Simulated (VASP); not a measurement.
NaCl, 2 atoms in the cell. The structure is cubic, space group Fm-3m (No. 225). The conventional cell has a = 5.464 Å, b = 5.464 Å, c = 5.464 Å, α = 90.00°, β = 90.00°, γ = 90.00°. Na (site symmetry m-3m) has 6 Cl at 2.73 Å within 3.6 Å. Cl (site symmetry m-3m) has 6 Na at 2.73 Å within 3.6 Å. 

```yaml
Program: VASP 6.6.1
Task: elastic constants
Functional: LDA
Potentials_or_basis: VASP PAW LDA potentials, release 64 (Na_pv, Cl)
Cutoff: 600 eV
k_mesh: 8 × 8 × 8
Occupations: gaussian, width 0.01 eV
Spin: no spin polarisation
Dipole_correction: no
Ions_in_elastic_constants: relaxed
Further_INCAR_settings: ALGO = Normal; EDIFF = 1e-08; IBRION = 6; POTIM = 0.015; NSW = 1; ISIF = 3
```

Potentials or basis: VASP PAW LDA potentials, release 64 (Na_pv, Cl).

Run with:

```bash
$ cat potpaw_LDA.64/Na_pv/POTCAR potpaw_LDA.64/Cl/POTCAR > POTCAR
$ mpirun -np 1 vasp_std > vasp.out
```

Hardware: 1 thread of Intel(R) Xeon(R) 6975P-C (Granite Rapids), with other jobs on the host.

**Question.** Estimate the wall time of this run.

**Answer.** It took 2.9 min on 1 thread of Intel(R) Xeon(R) 6975P-C (Granite Rapids), on a shared host, peak memory 0.24 GiB. Counts: scf iterations 170, k points 29.
